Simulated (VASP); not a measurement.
Runs of VASP 6.6.1 on Sr. The structure is that of space group Fm-3m (No. 225), or close to it. The cells are those of the table. 

```tsv
task	spin	cell	k mesh	cutoff (eV)	gap on the mesh (eV)	pressure (GPa)
single point	off	a = 4.139 Å, angles 60.0°, 1 atom	15 × 15 × 15	520	-	(a)
single point	off	a = 4.021 Å, angles 60.0°, 1 atom	15 × 15 × 15	520	-	1.9
single point	off	a = 4.081 Å, angles 60.0°, 1 atom	15 × 15 × 15	520	-	1.2
single point	off	a = 4.251 Å, angles 60.0°, 1 atom	15 × 15 × 15	520	none	-0.4
single point	non-collinear, zero start, SOC	a = 4.196 Å, angles 60.0°, 1 atom	9 × 9 × 9	520	-	0.0
single point	off	a = 4.357 Å, angles 60.0°, 1 atom	15 × 15 × 15	520	none	(b)
relaxation of cell and atoms	off	relaxed from a = 4.303 Å, angles 60.0°, 1 atom	9 × 9 × 9	600	-	0.0
single point	off	a = 4.196 Å, angles 60.0°, 1 atom	9 × 9 × 9	520	-	0.0
```

Alike in all rows: level PBEsol; potentials or basis VASP PAW PBE potentials, release 64 (Sr_sv); smearing fermi-dirac 0.1 eV.

Task: Estimate the missing entries.

Result: (a) 0.5; (b) -1.2.

Caveats: the PAW data sets were made with another functional, which shifts forces and pressure a little.

A k mesh can miss the band edges, and rows without SOC leave out spin-orbit coupling on Sr.

A gap of «none» marks levels without a gap at the run's occupations.
